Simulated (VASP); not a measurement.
Write the native input for VASP 6.6.1 that does the following.

* Task: single point
* Functional: PBEsol
* Potentials or basis: VASP PAW PBE potentials, release 64 (Ir, K_sv)
* Cutoff: 520 eV
* k mesh: 4 × 4 × 1
* Occupations: gaussian, width 0.1 eV
* Spin: no spin polarisation
* Dipole correction: no
* Further INCAR settings: ALGO = Normal; EDIFF = 1e-06; NBANDS = 70

The structure of KIr12 lies in POSCAR:

```
KIr12
1.0
    5.4305800000      0.0000000000      0.0000000000
    2.7152900000      4.7030200000      0.0000000000
    0.0000000000      0.0000000000     15.4340500000
Ir K
12 1
Direct
    0.1666666312      0.1666667375      0.0647918077
    0.6666666312      0.1666667375      0.0647918077
    0.1666666312      0.6666667375      0.0647918077
    0.6666666312      0.6666667375      0.0647918077
   -0.1661032006      0.3324597812      0.2050606937
    0.3352456190      0.3324848714      0.2028917232
   -0.1658745457      0.8330542928      0.2053100126
    0.3343228682      0.8324823199      0.2056565840
    0.0013556075     -0.0008060778      0.3459606519
    0.4998968867      0.0013991010      0.3447723702
    0.0063611909      0.4955235147      0.3429387620
    0.5011463137      0.4982609047      0.3453100126
    0.7850600563      0.6569782820      0.5279659584
```

The input as run:

INCAR

```
SYSTEM = KIr12
ALGO     = Normal         ! electronic algorithm
EDIFF    = 1E-6           ! SCF threshold, eV
ENCUT    = 520            ! plane-wave cutoff, eV
GGA      = PS             ! functional
ISIF     = 2              ! what is computed and relaxed
ISMEAR   = 0              ! smearing method
LASPH    = .True.         ! aspherical terms in the spheres
LCHARG   = .False.        ! write CHGCAR
LREAL    = .False.        ! projectors in reciprocal space
LWAVE    = .False.        ! write WAVECAR
NBANDS   = 70             ! bands
NELM     = 80             ! most SCF steps
PREC     = Accurate       ! precision mode
SIGMA    = 0.1            ! smearing width, eV
```

KPOINTS

```
k-points
0
Gamma
  4 4 1
  0 0 0
```

Potentials or basis: VASP PAW PBE potentials, release 64 (Ir, K_sv).

Launch:

```console
$ cat potpaw_PBE.64/Ir/POTCAR potpaw_PBE.64/K_sv/POTCAR > POTCAR
$ mpirun -np 1 vasp_std > vasp.out
```

It gave:

```
Largest force          : 0.167 eV/Å
Band gap on the k mesh : zero (an odd number of electrons rules out a gap without spin polarisation)
```

Caveat: the PAW data sets were made with another functional, which shifts forces and pressure a little; spin-orbit coupling is left out, which moves the levels of the heavy elements.

Run time: 16 min on 1 thread of Intel(R) Xeon(R) Platinum 8259CL CPU @ 2.50GHz (Skylake/Cascade Lake), on a shared host, peak memory 0.55 GiB.
